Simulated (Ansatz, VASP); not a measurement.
## One calculation of PbS, two programs

The input POSCAR:

```
PbS
1.0
    2.9405000000     -2.9000000000      0.0000000000
    2.9405000000      2.9000000000      0.0000000000
   -1.0800500000      0.0000000000     11.7092900000
Pb S
2 2
Direct
    0.7756000000      0.7756000000      0.6363800000
    0.2244000000      0.2244000000      0.3636200000
    0.2684000000      0.2684000000      0.5986000000
    0.7316000000      0.7316000000      0.4014000000
```

Contents of INCAR.step1:

```
SYSTEM = PbS
  PREC = Accurate
  ENCUT = 520
  ISMEAR = 0
  SIGMA = 0.01
  LREAL = .False.
  LASPH = .True.
  NELM = 80
  NBANDS = 28
  GGA = PE
  ALGO = Normal
  EDIFF = 1E-4
  LWAVE = .True.
  LCHARG = .False.
```

Contents of INCAR.step2:

```
SYSTEM = PbS
  PREC = Accurate
  ENCUT = 520
  EDIFF = 1E-7
  ISMEAR = 0
  SIGMA = 0.01
  LREAL = .False.
  LASPH = .True.
  NELM = 80
  ALGO = Normal
  ISIF = 2
  LWAVE = .False.
  LCHARG = .False.
  METAGGA = R2SCAN
  LMIXTAU = .True.
  NBANDS = 28
  ISTART = 1
```

KPOINTS

```
Automatic mesh
0
Gamma
  6 6 2
  0 0 0
```

Input for Ansatz:

```yaml
crystal:
  lattice:
    - [2.9405, -2.9, 0.0]
    - [2.9405, 2.9, 0.0]
    - [-1.08005, 0.0, 11.70929]
  atoms:
    - { symbol: Pb, position: [0.7756, 0.7756, 0.63638] }
    - { symbol: Pb, position: [0.2244, 0.2244, 0.36362] }
    - { symbol: S, position: [0.2684, 0.2684, 0.5986] }
    - { symbol: S, position: [0.7316, 0.7316, 0.4014] }
kpoints:
  mp_grid:
    grid: [6, 6, 2]
hamiltonian:
  xc: r2scan
  pseudopotentials:
    kind: paw
scf:
  occupations:
    method: fixed
output:
  stress: true
  eigenvalues: true
```

Alike in both runs: task single point; functional r2SCAN; k mesh 6 × 6 × 2; no spin polarisation.

|  | VASP | Ansatz |
| --- | --- | --- |
| version | VASP 6.6.1 | Ansatz 0.2.0 |
| potentials or method | VASP PAW PBE potentials, release 64 (Pb_d, S) | plane waves, PAW |
| plane-wave cutoff (eV) | 520 | 500 |
| occupations | gaussian, width 0.01 eV | fixed |
| valence electrons in the cell | 40 | 40 |

|  | VASP | Ansatz | Ansatz less VASP |
| --- | --- | --- | --- |
| gap on the k mesh at the Fermi level (eV) | 1.56 | 1.56 | +0.003 |

VASP's potentials were made for PBE, not for r2SCAN.

Neither program's run includes spin-orbit coupling.
